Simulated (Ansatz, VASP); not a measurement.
## One calculation of ZnO, two programs

```
Zn O
1.0
     3.24980    0.00000    0.00000
    -1.62490    2.81441    0.00000
     0.00000    0.00000    5.20660
Zn O
2 2
Direct
  0.33333 0.66667 0.00000
  0.66667 0.33333 0.50000
  0.33333 0.66667 0.37000
  0.66667 0.33333 0.87000
```

Alike in both runs: task single point; functional PBE; k mesh 9 × 9 × 6; no spin polarisation.

|  | VASP | Ansatz |
| --- | --- | --- |
| version | VASP 6.6.1 | Ansatz 0.2.0 |
| potentials or method | VASP PAW PBE potentials, release 64 (Zn, O) | scalar-relativistic, plane waves, PAW |
| plane-wave cutoff (eV) | 520 | 420 |
| occupations | gaussian, width 0.01 eV | fixed |
| valence electrons in the cell | 36 | 36 |

```tsv
	VASP	Ansatz	Ansatz less VASP
gap on the k mesh at the Fermi level (eV)	0.80	0.82	+0.014
least direct gap on the mesh (eV)	0.80	0.82	+0.014
```
